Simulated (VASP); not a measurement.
# SrO (P6_3mc) in VASP: notebook, part 2 of 2

VASP 6.6.1. The steps go on from the part before.

## Step 3: Single point, PBE (strained)

Input file INCAR:

```
SYSTEM = SrO
  PREC = Accurate
  ENCUT = 520
  EDIFF = 1E-6
  ISMEAR = 0
  SIGMA = 0.02
  LREAL = .FALSE.
  LASPH = .TRUE.
  NELM = 80
  ALGO = Normal
  ISIF = 2
  LWAVE = .FALSE.
  LCHARG = .TRUE.
  GGA = PE
  LELF = .TRUE.
  LVHAR = .TRUE.
  NBANDS = 24
```

Input file KPOINTS:

```
Automatic mesh
0
G
  9 9 6
  0 0 0
```

Input file POSCAR:

```
SrO
1.0
    4.5131821900      0.0000000000      0.0000000000
   -2.2565910950      3.9085304284      0.0000000000
    0.0000000000      0.0000000000      4.9782425223
Sr O
2 2
Direct
    0.3333333300      0.6666666700      0.9672223050
    0.6666666700      0.3333333300      0.4672223050
    0.3333333300      0.6666666700      0.4077776950
    0.6666666700      0.3333333300      0.9077776950
```

Potentials or basis: VASP PAW PBE potentials, release 64 (Sr_sv, O).

Launch:

```sh
$ cat potpaw_PBE.64/Sr_sv/POTCAR potpaw_PBE.64/O/POTCAR > POTCAR
$ mpirun -np 1 vasp_std > vasp.out
```

OUTCAR:

```text
SYSTEM = SrO
   PREC = Accurate
   ENCUT = 520
   EDIFF = 1E-6
   ISMEAR = 0
   LREAL = .FALSE.
   LASPH = .TRUE.
   NELM = 80
   ISIF = 2
   GGA = PE

 ion  position               nearest neighbor table
   1  0.333  0.667  0.967-   3 2.19   4 2.62   4 2.62   4 2.62   3 2.79   2 3.60   2 3.60   2 3.60
                             2 3.60   2 3.60   2 3.60
   2  0.667  0.333  0.467-   4 2.19   3 2.62   3 2.62   3 2.62   4 2.79   1 3.60   1 3.60   1 3.60
                             1 3.60   1 3.60   1 3.60
   3  0.333  0.667  0.408-   1 2.19   2 2.62   2 2.62   2 2.62   1 2.79
   4  0.667  0.333  0.908-   2 2.19   1 2.62   1 2.62   1 2.62   2 2.79

  LATTYP: Found a hexagonal cell.
 ALAT       =     4.5131821900
 C/A-ratio  =     1.1030448833

  Lattice vectors:

 A1 = (   4.5131821900,   0.0000000000,   0.0000000000)
 A2 = (  -2.2565910950,   3.9085304284,   0.0000000000)
 A3 = (   0.0000000000,   0.0000000000,   4.9782425223)

Analysis of symmetry for initial positions (statically):
=====================================================================
 Subroutine PRICEL returns:
 Original cell was already a primitive cell.

 Routine SETGRP: Setting up the symmetry group for a
 hexagonal supercell.

 Subroutine GETGRP returns: Found 12 space group operations
 (whereof  6 operations were pure point group operations)
 out of a pool of 24 trial point group operations.

The static configuration has the point symmetry C_3v.
 The point group associated with its full space group is C_6v.

Analysis of symmetry for dynamics (positions and initial velocities):
=====================================================================
 Subroutine PRICEL returns:
 Original cell was already a primitive cell.

 Routine SETGRP: Setting up the symmetry group for a
 hexagonal supercell.

 Subroutine GETGRP returns: Found 12 space group operations
 (whereof  6 operations were pure point group operations)
 out of a pool of 24 trial point group operations.

The dynamic configuration has the point symmetry C_3v.
 The point group associated with its full space group is C_6v.

[... 124 lines left out ...]
  Fermi-wavevector in a.u.,A,eV,Ry     =   1.169322  2.209698 18.603427  1.367313
  Thomas-Fermi vector in A             =   2.305796
   LORBIT       =      0    0 simple, 1 ext, 2 COOP (PROOUT), +10 PAW based schemes
   GGA     = PE    functional components
   LHFCALC =     F    Hartree Fock is set to
   AEXX    =    0.0000 exact exchange contribution
   IVDW    =     0    specifies the selected vdW correction
   LEPSILON=     F    determine dielectric tensor
   LRPA    =     F    only Hartree local field effects (RPA)
 non-spin polarized calculation
 Gauss-broadening in eV      SIGMA  =   0.02
  energy-cutoff  :      520.00
  volume of cell :       87.82
 maximum number of plane-waves:      2394
 NGX is ok and might be reduce to    36
   NGX = 17   NGY = 17   NGZ = 19

 number of electron      32.0000011 magnetization

 Free energy of the ion-electron system (eV)
  ---------------------------------------------------
  ext. energy  EPLUGINS =         0.00000000
  ---------------------------------------------------
  free energy    TOTEN  =       -23.28691972 eV

  energy without entropy =      -23.28691972  energy(sigma->0) =      -23.28691972

 E-fermi :   0.7730     XC(G=0):  -8.5595

 val. band max:        0.5853187490   @ k =   0.2222  -0.0000   0.0000
 cond. band min:       2.8140189567   @ k =   0.0000   0.0000   0.0000
 fundamental gap:      2.2287002077
 Fermi energy:         0.7730202954

 k-point     1 :       0.0000    0.0000    0.0000
  band No.  band energies     occupation
      1     -32.0622      2.00000
      2     -31.9108      2.00000
      3     -15.6003      2.00000
      4     -15.0406      2.00000
      5     -14.2576      2.00000
      6     -14.2576      2.00000
[... 637 lines left out ...]
     23       8.4377      0.00000
     24       9.4966      0.00000

 [... further k-points ...]

------------------------ aborting loop because EDIFF is reached ----------------------------------------

  FORCE on cell =-STRESS in cart. coord.  units (eV):
  Direction    XX          YY          ZZ          XY          YZ          ZX
  --------------------------------------------------------------------------------------
  -------------------------------------------------------------------------------------
  Total       -2.3309937     -2.3309937      7.3168866      0.0000000     -0.0000000      0.0000000
  in kB      -42.5284219    -42.5284219    133.4948451      0.0000000     -0.0000000      0.0000000
  external PRESSURE =      16.1460004 kB  Pullay stress =       0.0000000 kB

 VOLUME and BASIS-vectors are now :
 -----------------------------------------------------------------------------
  energy-cutoff  :      520.00
  volume of cell :       87.82
      direct lattice vectors                 reciprocal lattice vectors
     4.513182190  0.000000000  0.000000000     0.221573151  0.127925319  0.000000000
    -2.256591095  3.908530428  0.000000000     0.000000000  0.255850637  0.000000000
     0.000000000  0.000000000  4.978242522     0.000000000  0.000000000  0.200874103

 POSITION                                       TOTAL-FORCE (eV/Angst)
 -----------------------------------------------------------------------------------
     -0.00000      2.60569      4.81507        -0.000000     -0.000000     -1.818601
      2.25659      1.30284      2.32595         0.000000      0.000000     -1.818601
     -0.00000      2.60569      2.03002         0.000000     -0.000000      1.818601
      2.25659      1.30284      4.51914        -0.000000      0.000000      1.818601
 -----------------------------------------------------------------------------------
    total drift:                               -0.000034      0.000019     -0.000388

  FREE ENERGIE OF THE ION-ELECTRON SYSTEM (eV)
  ---------------------------------------------------
  free  energy   TOTEN  =       -23.2869197193 eV

  energy  without entropy=      -23.2869197193  energy(sigma->0) =      -23.28691972
```

It took 1.8 min on 1 thread of Intel Xeon Platinum 8259CL at 2.50GHz (Skylake/Cascade Lake), shared host; peak memory 0.26 GiB.

What came out:

```yaml
Free_energy: -23.2869 eV
Pressure: 1.6 GPa
Largest_force: 1.819 eV/Å
Band_gap_on_the_k_mesh: 2.23 eV, indirect (least direct gap 2.25 eV)
```

Forces on the atoms (eV/Å):
```
Sr   0.000  0.000 -1.819
Sr   0.000  0.000 -1.819
O    0.000  0.000  1.819
O    0.000  0.000  1.819
```

Caveat: the cell differs from its parent crystal (strained); forces of over 1 eV/Å act on the atoms, so gaps and moduli don't describe the material at rest. A k mesh can miss the band edges.
